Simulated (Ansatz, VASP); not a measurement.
**VWC2: VASP beside Ansatz**

INCAR

```
SYSTEM = VWC2
PREC = Accurate ; ENCUT = 520
EDIFF = 1E-6 ; ISMEAR = -1
SIGMA = 0.05 ; LREAL = .False.
LASPH = .True. ; NELM = 150
ALGO = Normal ; ISIF = 2
LWAVE = .False. ; LCHARG = .False.
ISPIN = 2 ; MAGMOM = 0 4 0 0
LORBIT = 11 ; NUPDOWN = 4.0
LMAXMIX = 4 ; GGA = PE
NBANDS = 30
```

Contents of KPOINTS:

```
Automatic mesh
0
Gamma
  9 9 9
  0 0 0
```

File POSCAR:

```
VWC2
1.0
    1.5170411163      0.8758640969      4.9338931930
   -1.5170411163      0.8758640969      4.9338931930
    0.0000000000     -1.7517281937      4.9338931930
W V C
1 1 2
Direct
    0.0000000000      0.0000000000      0.0000000000
    0.5000000000      0.5000000000      0.5000000000
    0.2464940000      0.2464940000      0.2464940000
    0.7535060000      0.7535060000      0.7535060000
```

The input input.yaml:

```yaml
crystal:
  lattice:
    - [1.5170411163, 0.8758640969, 4.933893193]
    - [-1.5170411163, 0.8758640969, 4.933893193]
    - [0.0, -1.7517281937, 4.933893193]
  atoms:
    - { symbol: W, position: [0.0, 0.0, 0.0] }
    - { symbol: V, position: [0.5, 0.5, 0.5], spin: 4.0 }
    - { symbol: C, position: [0.246494, 0.246494, 0.246494] }
    - { symbol: C, position: [0.753506, 0.753506, 0.753506] }
hamiltonian:
  xc: pbe
  pseudopotentials: { kind: paw }
magnetization:
  spin_polarized: true
  initial_magnetization: 4.0
  spin_locking: { lock_magnetization: hard }
kpoints:
  mp_grid: { grid: [9, 9, 9] }
scf:
  occupations: { method: fermi_dirac, width: 0.05 }
  lower_state_search: "off"
output:
  forces: true
  stress: true
  eigenvalues: true
```

Alike in both runs: task single point; functional PBE; k mesh 9 × 9 × 9; occupations fermi-dirac, width 0.05 eV; collinear spin; fixed moment 4 μB.

```csv
,VASP,Ansatz
version,VASP 6.6.1,Ansatz 0.2.0
potentials or method,"VASP PAW PBE potentials, release 64 (W_sv, V_sv, C)",Ansatz PAW
plane-wave cutoff (eV),520,420
valence electrons in the cell,35,35
```

Ansatz gave:

- pressure (GPa): 20.8
- traceless stress, the component that is largest in VASP (GPa): -1.10
- rms of the force components (eV/Å): 0.310
- net moment per atom (μB): 1.00
- size of the moment on the site where the two differ most (μB): 0.66

Problem. Which values does VASP return?

Solution. Pressure (GPa): 21.6; traceless stress, the component that is largest in VASP (GPa): -1.14; rms of the force components (eV/Å): 0.305; net moment per atom (μB): 1.00; size of the moment on the site where the two differ most (μB): 1.01.

Site moments also hang on the region over which each program counts them. Atom by atom the forces differ by 0.005 eV/Å (rms over components).

Spin-orbit coupling is off throughout.
